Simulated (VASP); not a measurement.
# Ni (Fm-3m) in VASP: further runs, part 2 of 2

VASP 6.6.1. Earlier steps stand in the parts before.

## Step 5: Single point, LDA, collinear spin

INCAR

```
SYSTEM = Ni
  ALGO = Normal
  EDIFF = 1E-7
  ENCUT = 520
  ISIF = 2
  ISMEAR = 0
  ISPIN = 2
  ISYM = 0
  LASPH = .True.
  LCHARG = .False.
  LMAXMIX = 4
  LORBIT = 11
  LREAL = .False.
  LWAVE = .False.
  MAGMOM = 2 0
  NBANDS = 21
  NELM = 150
  PREC = Accurate
  SIGMA = 0.1
```

KPOINTS

```
k-points
0
Gamma
  12 7 10
  0 0 0
```

POSCAR

```
Ni
1.0
    0.0000000000     -1.7716500000     -1.7716500000
   -3.5433000000     -1.7716500000     -1.7716500000
    0.0000000000      1.7716500000     -1.7716500000
Ni
2
Direct
    0.0000000000      0.0000000000      0.0000000000
    0.0000000000      0.5000000000      0.5000000000
```

Potentials or basis: VASP PAW LDA potentials, release 64 (Ni).

The run is started by

```bash
> cat potpaw_LDA.64/Ni/POTCAR > POTCAR
> mpirun -np 1 vasp_std > vasp.out
```

OUTCAR:

```text
SYSTEM = Ni
   EDIFF = 1E-7
   ENCUT = 520
   ISIF = 2
   ISMEAR = 0
   ISPIN = 2
   ISYM = 0
   LASPH = .True.
   LORBIT = 11
   LREAL = .False.
   NELM = 150
   PREC = Accurate

 ion  position               nearest neighbor table
   1  0.000  0.000  0.000-   2 2.51   2 2.51   2 2.51   2 2.51   2 2.51   2 2.51   2 2.51   2 2.51

   2  0.000  0.500  0.500-   1 2.51   1 2.51   1 2.51   1 2.51   1 2.51   1 2.51   1 2.51   1 2.51

IMPORTANT INFORMATION: All symmetrisations will be switched off!
NOSYMM: (Re-)initialisation of all symmetry stuff for point group C_1.

----------------------------------------------------------------------------------------

                                     Primitive cell

  volume of cell :      22.2430

  direct lattice vectors                    reciprocal lattice vectors
     0.000000000 -1.771650000 -1.771650000     0.282222787 -0.282222787 -0.282222787
    -3.543300000 -1.771650000 -1.771650000    -0.282222787  0.000000000  0.000000000
     0.000000000  1.771650000 -1.771650000     0.000000000  0.282222787 -0.282222787

  length of vectors
     2.505491458  4.339638503  2.505491458     0.488824206  0.282222787  0.399123293

  position of ions in fractional coordinates (direct lattice)
     0.000000000  0.000000000  0.000000000
     0.000000000  0.500000000  0.500000000

  ion indices of the primitive-cell ions
   primitive index   ion index
                 1           1
                 2           2

----------------------------------------------------------------------------------------

 KPOINTS: k-points

Automatic generation of k-mesh.
 Grid dimensions read from file:
 generate k-points for:   12    7   10

 Generating k-lattice:

  Cartesian coordinates                     Fractional coordinates (reciprocal lattice)
     0.023518566 -0.023518566 -0.023518566     0.083333333  0.000000000  0.000000000
    -0.040317541  0.000000000  0.000000000     0.000000000  0.142857143  0.000000000
     0.000000000  0.028222279 -0.028222279     0.000000000  0.000000000  0.100000000

  Length of vectors
     0.040735350  0.040317541  0.039912329

  Shift w.r.t. Gamma in fractional coordinates (k-lattice)
     0.000000000  0.000000000  0.000000000

 -----------------------------------------------------------------------------
|                                                                             |
|           W    W    AA    RRRRR   N    N  II  N    N   GGGG   !!!           |
|           W    W   A  A   R    R  NN   N  II  NN   N  G    G  !!!           |
|           W    W  A    A  R    R  N N  N  II  N N  N  G       !!!           |
|           W WW W  AAAAAA  RRRRR   N  N N  II  N  N N  G  GGG   !            |
|           WW  WW  A    A  R   R   N   NN  II  N   NN  G    G                |
|           W    W  A    A  R    R  N    N  II  N    N   GGGG   !!!           |
|                                                                             |
|     Your reciprocal lattice and k-lattice belong to different lattice       |
|     classes:                                                                |
|                                                                             |
|        The reciprocal lattice is simple tetragonal,                         |
|        whereas your k-lattice is simple monoclinic.                         |
|                                                                             |
|     Results are often still useful ...                                      |
|                                                                             |
 -----------------------------------------------------------------------------

 WARNING: IBZKPT: internal override: KBLOWUP is changed to .FALSE.
      ... skipping the blow-up phase ...

 Subroutine IBZKPT returns following result:
 ===========================================
[... 53 lines left out ...]
   NFREE  =      0    steps in history (QN), initial steepest desc. (CG)
   ISIF   =      2    stress and relaxation
   ISYM   =      0    0-nonsym 1-usesym 2-fastsym
   POTIM  = 0.5000    time-step for ionic-motion
   TEBEG  =    0.0;   TEEND  =   0.0 temperature during run
   PSTRESS=    0.0 pullay stress
   NELECT =      20.0000    total number of electrons
   NUPDOWN=      -1.0000    fix difference up-down
   EMIN   =  10.00;   EMAX   =-10.00  energy-range for DOS
   EFERMI =   0.00;   METHOD = LEGACY
   ISMEAR =     0;   SIGMA  =   0.10  broadening in eV -4-tet -1-fermi 0-gaus
   EFERMI_NEDOS =   21; number of points for ismear=-14 and -15
   IALGO  =     38    algorithm
   IMIX   =      4    mixing-type and parameters
     AMIX     =   0.40;   BMIX     =  1.00
     AMIX_MAG =   1.60;   BMIX_MAG =  1.00
  volume/ion in A,a.u.               =      11.12        75.05
  Fermi-wavevector in a.u.,A,eV,Ry     =   1.580108  2.985972 33.970248  2.496743
  Thomas-Fermi vector in A             =   2.680386
   LORBIT       =     11    0 simple, 1 ext, 2 COOP (PROOUT), +10 PAW based schemes
   GGA     = CA    functional components
   LHFCALC =     F    Hartree Fock is set to
   AEXX    =    0.0000 exact exchange contribution
   IVDW    =     0    specifies the selected vdW correction
   LEPSILON=     F    determine dielectric tensor
   LRPA    =     F    only Hartree local field effects (RPA)
 spin polarized calculation
 Gauss-broadening in eV      SIGMA  =   0.10
  energy-cutoff  :      520.00
  volume of cell :       22.24
 maximum number of plane-waves:       616
   NGX =  9   NGY = 17   NGZ =  9

 number of electron      19.9999987 magnetization       1.2265723

 Free energy of the ion-electron system (eV)
  ---------------------------------------------------
  ext. energy  EPLUGINS =         0.00000000
  ---------------------------------------------------
  free energy    TOTEN  =       -13.01207882 eV

  energy without entropy =      -12.99171355  energy(sigma->0) =      -13.00189618

 E-fermi :   8.7153     XC(G=0): -13.4826

 val. band max:        8.7147851413   @ k =   0.3333  -0.2857   0.1000
 cond. band min:       8.7155129377   @ k =  -0.2500   0.4286   0.1000
 fundamental gap:      0.0007277964
 Fermi energy:         8.7153095898

 spin component 1

 k-point     1 :       0.0000    0.0000    0.0000
  band No.  band energies     occupation
      1      -0.1155      1.00000
      2       4.2362      1.00000
      3       4.6941      1.00000
      4       6.4128      1.00000
      5       6.4172      1.00000
      6       6.4177      1.00000
[... 565 lines left out ...]
     20      36.2430      0.00000
     21      37.1305      0.00000

 [... further k-points ...]

 spin component 2

 k-point     1 :       0.0000    0.0000    0.0000
  band No.  band energies     occupation
      1      -0.0762      1.00000
      2       4.6028      1.00000
      3       5.2240      1.00000
      4       7.0406      1.00000
      5       7.0416      1.00000
      6       7.0460      1.00000
[... 565 lines left out ...]
     20      36.3610      0.00000
     21      37.1534      0.00000

 [... further k-points ...]

------------------------ aborting loop because EDIFF is reached ----------------------------------------

  FORCE on cell =-STRESS in cart. coord.  units (eV):
  Direction    XX          YY          ZZ          XY          YZ          ZX
  --------------------------------------------------------------------------------------
  -------------------------------------------------------------------------------------
  Total       -2.8125730     -2.8045128     -2.8045105      0.0033432      0.0027296      0.0033425
  in kB     -202.5912116   -202.0106330   -202.0104682      0.2408114      0.1966143      0.2407599
  external PRESSURE =    -202.2041043 kB  Pullay stress =       0.0000000 kB

 VOLUME and BASIS-vectors are now :
 -----------------------------------------------------------------------------
  energy-cutoff  :      520.00
  volume of cell :       22.24
      direct lattice vectors                 reciprocal lattice vectors
     0.000000000 -1.771650000 -1.771650000     0.282222787 -0.282222787 -0.282222787
    -3.543300000 -1.771650000 -1.771650000    -0.282222787  0.000000000  0.000000000
     0.000000000  1.771650000 -1.771650000     0.000000000  0.282222787 -0.282222787

 POSITION                                       TOTAL-FORCE (eV/Angst)
 -----------------------------------------------------------------------------------
      0.00000      0.00000      0.00000        -0.000000     -0.000000     -0.000000
     -1.77165      0.00000     -1.77165         0.000000      0.000000      0.000000
 -----------------------------------------------------------------------------------
    total drift:                                0.000000      0.000000      0.000000

  FREE ENERGIE OF THE ION-ELECTRON SYSTEM (eV)
  ---------------------------------------------------
  free  energy   TOTEN  =       -13.0120788158 eV

  energy  without entropy=      -12.9917135483  energy(sigma->0) =      -13.00189618

 total charge

# of ion       s       p       d       tot
------------------------------------------
    1        0.490   0.477   8.316   9.283
    2        0.490   0.477   8.315   9.282
--------------------------------------------------
tot          0.981   0.953  16.631  18.565

 magnetization (x)

# of ion       s       p       d       tot
------------------------------------------
    1       -0.005  -0.018   0.643   0.620
    2       -0.005  -0.018   0.643   0.620
--------------------------------------------------
tot         -0.010  -0.037   1.287   1.240
```

stdout:

```text
POSCAR found type information on POSCAR Ni
 POSCAR found :  1 types and       2 ions
 scaLAPACK will be used
 LDA part: xc-table for (Slater(with rela. corr.)+CA(PZ))
 , standard interpolation
 -----------------------------------------------------------------------------
|                                                                             |
|           W    W    AA    RRRRR   N    N  II  N    N   GGGG   !!!           |
|           W    W   A  A   R    R  NN   N  II  NN   N  G    G  !!!           |
|           W    W  A    A  R    R  N N  N  II  N N  N  G       !!!           |
|           W WW W  AAAAAA  RRRRR   N  N N  II  N  N N  G  GGG   !            |
|           WW  WW  A    A  R   R   N   NN  II  N   NN  G    G                |
|           W    W  A    A  R    R  N    N  II  N    N   GGGG   !!!           |
|                                                                             |
|     Your reciprocal lattice and k-lattice belong to different lattice       |
|     classes:                                                                |
|                                                                             |
|        The reciprocal lattice is simple tetragonal,                         |
|        whereas your k-lattice is simple monoclinic.                         |
|                                                                             |
|     Results are often still useful ...                                      |
|                                                                             |
 -----------------------------------------------------------------------------

 POSCAR, INCAR and KPOINTS ok, starting setup
 FFT: planning ... GRIDC
 FFT: planning ... GRID_SOFT
 FFT: planning ... GRID
 WAVECAR not read
 entering main loop
```

Wall time 5.2 min (1 thread of Intel Xeon Platinum 8259CL at 2.50GHz (Skylake/Cascade Lake), shared host); peak memory 0.35 GiB.

Results:

* Free energy: -13.0121 eV
* Pressure: -20.2 GPa
* Net moment: 1.23 μB per cell
* Site moments: Ni +0.62 μB
* Valence electrons inside the program's atomic spheres: Ni 9.28

Levels at points of the mesh, in eV from the Fermi level:
Spin up:
```csv
k point,band 9,band 10,band 11,band 12,band 13,band 14
"(0.00, 0.00, 0.00)",-0.49,-0.38,-0.37,2.44,9.08,14.57
"(0.50, 0.00, 0.00)",-0.52,-0.52,-0.21,-0.21,5.55,5.56
"(0.00, 0.00, 0.50)",-1.28,-1.28,0.99,0.99,11.37,11.37
"(0.50, 0.00, 0.50)",-0.38,-0.38,7.63,7.63,7.64,7.64
```
Spin down:
| k point | band 8 | band 9 | band 10 | band 11 | band 12 | band 13 |
| --- | --- | --- | --- | --- | --- | --- |
| (0.00, 0.00, 0.00) | -0.60 | 0.11 | 0.33 | 0.34 | 2.49 | 9.35 |
| (0.50, 0.00, 0.00) | -0.19 | 0.14 | 0.14 | 0.14 | 0.14 | 5.94 |
| (0.00, 0.00, 0.50) | -1.06 | -0.60 | -0.60 | 1.52 | 1.52 | 11.58 |
| (0.50, 0.00, 0.50) | -0.69 | 0.34 | 0.34 | 7.84 | 7.84 | 7.84 |

Caveat: the cell stands under tension.

## Step 6: Single point, LDA, collinear spin, ferromagnetic start

INCAR

```
PREC     = Accurate       # precision mode
ENCUT    = 520            # plane-wave cutoff, eV
EDIFF    = 1E-6           # SCF threshold, eV
ISMEAR   = 0              # smearing method
SIGMA    = 0.1            # smearing width, eV
LREAL    = F              # projectors in reciprocal space
LASPH    = T              # aspherical terms in the spheres
NELM     = 150            # most SCF steps
ALGO     = Normal         # electronic algorithm
ISIF     = 2              # what is computed and relaxed
LWAVE    = F              # write WAVECAR
LCHARG   = F              # write CHGCAR
ISPIN    = 2              # spin polarisation
MAGMOM   = 2 2            # initial moments
LORBIT   = 11             # projections on sites
LMAXMIX  = 4              # l up to which the mixer works
ISYM     = 0            
NBANDS   = 21             # bands
```

KPOINTS

```
regular mesh
0
Gamma
  12 7 10
```

POSCAR is that of step 5.

Potentials or basis: VASP PAW LDA potentials, release 64 (Ni).

The run is started by

```bash
> cat potpaw_LDA.64/Ni/POTCAR > POTCAR
> mpirun -np 1 vasp_std > vasp.out
```

OUTCAR:

```text
PREC = Accurate
   ENCUT = 520
   EDIFF = 1E-6
   ISMEAR = 0
   LREAL = F
   LASPH = T
   NELM = 150
   ISIF = 2
   ISPIN = 2
   LORBIT = 11
   ISYM = 0

 ion  position               nearest neighbor table
   1  0.000  0.000  0.000-   2 2.51   2 2.51   2 2.51   2 2.51   2 2.51   2 2.51   2 2.51   2 2.51

   2  0.000  0.500  0.500-   1 2.51   1 2.51   1 2.51   1 2.51   1 2.51   1 2.51   1 2.51   1 2.51

IMPORTANT INFORMATION: All symmetrisations will be switched off!
NOSYMM: (Re-)initialisation of all symmetry stuff for point group C_1.

[... 1343 lines left out ...]
  energy-cutoff  :      520.00
  volume of cell :       22.24
      direct lattice vectors                 reciprocal lattice vectors
     0.000000000 -1.771650000 -1.771650000     0.282222787 -0.282222787 -0.282222787
    -3.543300000 -1.771650000 -1.771650000    -0.282222787  0.000000000  0.000000000
     0.000000000  1.771650000 -1.771650000     0.000000000  0.282222787 -0.282222787

 POSITION                                       TOTAL-FORCE (eV/Angst)
 -----------------------------------------------------------------------------------
      0.00000      0.00000      0.00000        -0.000000     -0.000000      0.000000
     -1.77165      0.00000     -1.77165         0.000000      0.000000     -0.000000
 -----------------------------------------------------------------------------------
    total drift:                                0.000000      0.000000     -0.000001

  FREE ENERGIE OF THE ION-ELECTRON SYSTEM (eV)
  ---------------------------------------------------
  free  energy   TOTEN  =       -13.0120788193 eV

  energy  without entropy=      -12.9917144303  energy(sigma->0) =      -13.00189662

 total charge

# of ion       s       p       d       tot
------------------------------------------
    1        0.490   0.477   8.316   9.282
    2        0.490   0.477   8.316   9.282
--------------------------------------------------
tot          0.980   0.953  16.631  18.565

 magnetization (x)

# of ion       s       p       d       tot
------------------------------------------
    1       -0.005  -0.018   0.643   0.620
    2       -0.005  -0.018   0.643   0.620
--------------------------------------------------
tot         -0.010  -0.037   1.287   1.240
```

Wall time 4.8 min (1 thread of Intel Xeon 6975P-C (Granite Rapids), shared host); peak memory 0.34 GiB.

What came out:

* Free energy: -13.0121 eV
* Pressure: -20.2 GPa
* Net moment: 1.23 μB per cell
* Site moments: Ni +0.62 μB
* Valence electrons inside the program's atomic spheres: Ni 9.28

Caveat: the cell stands under tension.

## Step 7: Single point, LDA, collinear spin, antiferromagnetic start

INCAR

```
PREC = Accurate
ENCUT = 520
EDIFF = 1E-6
ISMEAR = 0
SIGMA = 0.1
LREAL = False
LASPH = True
NELM = 150
ALGO = Normal
ISIF = 2
LWAVE = False
LCHARG = False
ISPIN = 2
MAGMOM = 2 -2
LORBIT = 11
LMAXMIX = 4
NBANDS = 21
ISYM = 0
```

KPOINTS is that of step 6.

POSCAR is that of step 6.

The run is started by

```bash
> cat potpaw_LDA.64/Ni/POTCAR > POTCAR
> mpirun -np 1 vasp_std > vasp.out
```

Run time: 7.6 min. Hardware: 1 thread of Intel Xeon 6975P-C (Granite Rapids), shared host; peak memory 0.35 GiB.

It converged, with:

```
Free energy                                           : -12.9364 eV
Pressure                                              : -21.2 GPa
Band gap on the k mesh                                : zero (filled and empty bands overlap)
Net moment                                            : 0.00 μB per cell
Valence electrons inside the program's atomic spheres : Ni 9.29, 9.28
```

Stress tensor (GPa, compression positive):
```
-20.98  -0.06  -0.06
 -0.06 -21.31   0.04
 -0.06   0.04 -21.31
```

Levels at points of the mesh, in eV from the Fermi level:
Spin up:
| k point | band 8 | band 9 | band 10 | band 11 | band 12 | band 13 |
| --- | --- | --- | --- | --- | --- | --- |
| (0.00, 0.00, 0.00) | -0.71 | 0.00 | 0.16 | 0.16 | 2.63 | 9.38 |
| (0.50, 0.00, 0.00) | -0.04 | -0.01 | 0.00 | 0.00 | 0.00 | 5.92 |
| (0.00, 0.00, 0.50) | -1.15 | -0.76 | -0.76 | 1.42 | 1.43 | 11.64 |
| (0.50, 0.00, 0.50) | -0.79 | 0.16 | 0.16 | 7.90 | 7.90 | 7.91 |
Spin down:
```tsv
k point	band 6	band 7	band 8	band 9	band 10	band 11	band 12	band 13	band 14	band 15
(0.00, 0.00, 0.00)	-1.80	-0.71	-0.71	0.00	0.16	0.16	2.63	9.38	14.76	14.76
(0.50, 0.00, 0.00)	-1.83	-0.04	-0.04	-0.01	0.00	0.00	0.00	5.92	5.92	22.28
(0.00, 0.00, 0.50)	-2.20	-1.15	-1.15	-0.76	-0.76	1.42	1.43	11.64	11.64	12.95
(0.50, 0.00, 0.50)	-2.48	-0.79	-0.79	0.16	0.16	7.90	7.90	7.91	7.91	10.18
```

Caveat: the cell stands under tension; the moments typed at the start vanished in this run.

## Step 8: Overview

```tsv
spin	gap on the mesh (eV)	pressure (GPa)	moment (μB)
collinear, ferromagnetic start	none	-20.2	1.23
collinear, antiferromagnetic start	none	-21.2	0.00
collinear	none	-20.2	1.23
```

Alike in all rows: task single point; level LDA; potentials or basis VASP PAW LDA potentials, release 64 (Ni); cell as given; k mesh 12 × 7 × 10; cutoff (eV) 520; smearing gaussian 0.1 eV.

Caveats: the cell stands under tension; the moments typed at the start vanished in this run (at least some runs).

Absolute energies hang on the potentials; compare differences alone.
